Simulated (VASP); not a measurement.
Runs of VASP 6.6.1 on SrCl2. The structure is that of space group P-3m1 (No. 164), or close to it. The cells are those of the table. 

| level | cell | k mesh | cutoff (eV) | smearing | grid for exact exchange (PRECFOCK) | screening parameter | gap on the mesh (eV) | pressure (GPa) | largest force (eV/Å) |
| --- | --- | --- | --- | --- | --- | --- | --- | --- | --- |
| r2SCAN | a = 4.582, b = 4.582, c = 5.330 Å, angles 90.0, 90.0, 120.0°, 3 atoms | 6 × 6 × 6 | 520 | gaussian 0.01 eV | - | - | (a) | (b) | 0.01 |
| PBE | a = 4.408, b = 4.366, c = 5.596 Å, angles 90.0, 90.0, 119.1°, 3 atoms | 6 × 6 × 6 | 520 | fermi-dirac 0.02 eV | - | - | 5.15 | 1.3 | 0.02 |
| r2SCAN | a = 4.408, b = 4.366, c = 5.596 Å, angles 90.0, 90.0, 119.1°, 3 atoms | 6 × 6 × 6 | 520 | gaussian 0.01 eV | - | - | 5.78 | 0.6 | 0.01 |
| PBE | a = 4.582, b = 4.582, c = 5.330 Å, angles 90.0, 90.0, 120.0°, 3 atoms | 6 × 6 × 6 | 520 | fermi-dirac 0.02 eV | - | - | 4.79 | 0.0 | 0.02 |
| HSE06 | a = 4.582, b = 4.582, c = 5.330 Å, angles 90.0, 90.0, 120.0°, 3 atoms | 6 × 6 × 4 | 400 | gaussian 0.01 eV | Normal | 0.2079 1/Å | (c) | -0.5 | 0.03 |

Alike in all rows: task single point; potentials or basis VASP PAW PBE potentials, release 64 (Sr_sv, Cl); no spin polarisation.

Task: Fill in the values left out.

Result: (a) 5.39; (b) -0.6; (c) 6.07.

Caveats: the PAW data sets were made with another functional, which shifts forces and pressure a little (some runs).

A k mesh can miss the band edges, and the runs leave out spin-orbit coupling on Sr.
